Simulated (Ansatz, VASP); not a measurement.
## Al6O: VASP beside Ansatz

INCAR

```
PREC = Accurate
ENCUT = 520
EDIFF = 1E-6
ISMEAR = 0
SIGMA = 0.1
LREAL = F
LASPH = T
NELM = 200
ALGO = Normal
ISIF = 2
LWAVE = F
LCHARG = T
ISPIN = 2
MAGMOM = 0 0 0 0 0 0 0 0 0 0 0 0 1 1
LORBIT = 11
LDIPOL = T
IDIPOL = 3
DIPOL = 0.5 0.5 0.299
GGA = PE
LELF = T
LVHAR = T
LVACPOTAV = T
NBANDS = 41
GGA_COMPAT = F
NELMDL = -8
```

The input KPOINTS:

```
regular mesh
0
Gamma
  5 5 1
```

POSCAR

```
Al6O
1.0
    5.7135165838      0.0000000000      0.0000000000
    0.0000000000      5.7135165838      0.0000000000
    0.0000000000      0.0000000000     22.1746954225
Al O
12 2
Direct
    0.2500000000      0.2500000000      0.1803857922
    0.2500000000      0.7500000000      0.1803857922
    0.7500000000      0.2500000000      0.1803857922
    0.7500000000      0.7500000000      0.1803857922
    0.0000000000      0.0000000000      0.2744050915
    0.0000000000      0.5000000000      0.2744050915
    0.5000000000      0.0000000000      0.2744050915
    0.5000000000      0.5000000000      0.2744050915
    0.2500000000      0.2500000000      0.3686497274
    0.2500000000      0.7500000000      0.3686497274
    0.7500000000      0.2500000000      0.3686497274
    0.7500000000      0.7500000000      0.3686497274
    0.0124055203      0.2500000000      0.4480194759
    0.4875944797      0.2500000000      0.4480194759
```

Input for Ansatz:

```yaml
crystal:
  lattice:
    - [5.7135165838, 0.0, 0.0]
    - [0.0, 5.7135165838, 0.0]
    - [0.0, 0.0, 22.1746954225]
  atoms:
    - { symbol: Al, position: [0.25, 0.25, 0.1803857922] }
    - { symbol: Al, position: [0.25, 0.75, 0.1803857922] }
    - { symbol: Al, position: [0.75, 0.25, 0.1803857922] }
    - { symbol: Al, position: [0.75, 0.75, 0.1803857922] }
    - { symbol: Al, position: [0.0, 0.0, 0.2744050915] }
    - { symbol: Al, position: [0.0, 0.5, 0.2744050915] }
    - { symbol: Al, position: [0.5, 0.0, 0.2744050915] }
    - { symbol: Al, position: [0.5, 0.5, 0.2744050915] }
    - { symbol: Al, position: [0.25, 0.25, 0.3686497274] }
    - { symbol: Al, position: [0.25, 0.75, 0.3686497274] }
    - { symbol: Al, position: [0.75, 0.25, 0.3686497274] }
    - { symbol: Al, position: [0.75, 0.75, 0.3686497274] }
    - { symbol: O, position: [0.0124055203, 0.25, 0.4480194759], spin: 1.0 }
    - { symbol: O, position: [0.4875944797, 0.25, 0.4480194759], spin: 1.0 }
basis:
  ecutwfc: 420
kpoints:
  mp_grid: { grid: [5, 5, 1] }
hamiltonian:
  xc: pbe
  pseudopotentials: { kind: paw, azcp: { folder: soft_1 } }
scf:
  occupations: { method: gaussian, width: 0.1 }
output:
  forces: true
  eigenvalues: true
  populations: true
magnetization:
  spin_polarized: true
efield:
  axis: 3
  dipole_correction: true
  ramp_width: 0.04
```

Alike in both runs: task single point; functional PBE; k mesh 5 × 5 × 1; occupations gaussian, width 0.1 eV; collinear spin.

|  | VASP | Ansatz |
| --- | --- | --- |
| version | VASP 6.6.1 | Ansatz 0.2.0 |
| potentials or method | VASP PAW PBE potentials, release 64 (Al, O), cutoff 520 eV | scalar-relativistic, plane waves, PAW |
| valence electrons in the cell | 48 | 48 |

|  | VASP | Ansatz | Ansatz less VASP |
| --- | --- | --- | --- |
| gap on the k mesh at the Fermi level (eV) | none | none | - |
| rms of the force components (eV/Å) | 1.307 | 1.315 | +0.0079 |
| net moment per atom (μB) | 0.05 | 0.05 | 0.000 |
| size of the moment on the site where the two differ most (μB) | 0.31 | 0.35 | +0.038 |
| work function, face that differs most (eV) | 7.55 | 7.55 | -0.004 |

Site moments also hang on the region over which each program counts them. Atom by atom the forces differ by 0.008 eV/Å (rms over components). A gap of «none» marks a metal or a gap that the smearing closes.
